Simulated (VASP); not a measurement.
Set up this calculation in VASP 6.6.1, as the native input.

* Task: relaxation of cell and atoms
* Functional: PBE
* Potentials or basis: VASP PAW PBE potentials, release 64 (Rb_sv, Sr_sv, Cl)
* Cutoff: 600 eV
* k mesh: 3 × 3 × 3
* Occupations: gaussian, width 0.1 eV
* Spin: no spin polarisation
* Dipole correction: no
* Further INCAR settings: ALGO = Normal; EDIFF = 1e-06; IBRION = 2; EDIFFG = -0.04; NSW = 90; ISIF = 3

The structure of Rb3SrCl lies in POSCAR:

```
Rb3SrCl
1.0
    3.9935740700      2.3056910600      3.3985763700
   -3.9935740700      2.3056910600      3.3985763700
    0.0000000000     -4.6113821300      3.3985763700
Rb Sr Cl
3 1 1
Direct
    0.5543230600      0.4456769400      0.0000000000
    0.0000000000      0.5543230600      0.4456769400
    0.4456769400      0.0000000000      0.5543230600
    0.0000000000      0.0000000000      0.0000000000
    0.5000000000      0.5000000000      0.5000000000
```

These files were run (other wordings do the same):

INCAR

```
PREC     = Accurate       # precision mode
ENCUT    = 600            # plane-wave cutoff, eV
EDIFF    = 1E-6           # SCF threshold, eV
ISMEAR   = 0              # smearing method
SIGMA    = 0.1            # smearing width, eV
LREAL    = F              # projectors in reciprocal space
LASPH    = T              # aspherical terms in the spheres
NELM     = 100            # most SCF steps
ALGO     = Normal         # electronic algorithm
ISIF     = 3              # what is computed and relaxed
LWAVE    = F              # write WAVECAR
LCHARG   = F              # write CHGCAR
GGA      = PE             # functional
IBRION   = 2              # ionic algorithm
NSW      = 90             # ionic steps
EDIFFG   = -0.04          # ionic threshold
```

KPOINTS

```
regular mesh
0
Gamma
  3 3 3
```

Potentials or basis: VASP PAW PBE potentials, release 64 (Rb_sv, Sr_sv, Cl).

Launch:

```console
$ cat potpaw_PBE.64/Rb_sv/POTCAR potpaw_PBE.64/Sr_sv/POTCAR potpaw_PBE.64/Cl/POTCAR > POTCAR
$ mpirun -np 1 vasp_std > vasp.out
```

It gave:

* Relaxed volume: 62.11 Å³/atom
* Relaxed cell: a = 6.772 Å, b = 6.772 Å, c = 6.772 Å, α = 89.90°, β = 89.90°, γ = 89.90°
* Space group after relaxing (to 0.05 Å): Pm-3m (No. 221)
* Energy gained by relaxing: 485.3 meV/atom
* Ionic steps: 15
* Pressure after relaxing: 0.0 GPa
* Band gap on the k mesh: zero (band 22 reaches 1.00 eV, above the bottom of band 23 at 0.74 eV)

Caveat: the k points lie up to 0.31 Å⁻¹ apart in the final cell; the volume moved by over 15 % at a fixed basis, so the end points are rough.

Run time: 12 min on 1 thread of AMD EPYC 7R43 64-Core Processor (Zen 3), on a shared host, peak memory 0.32 GiB.
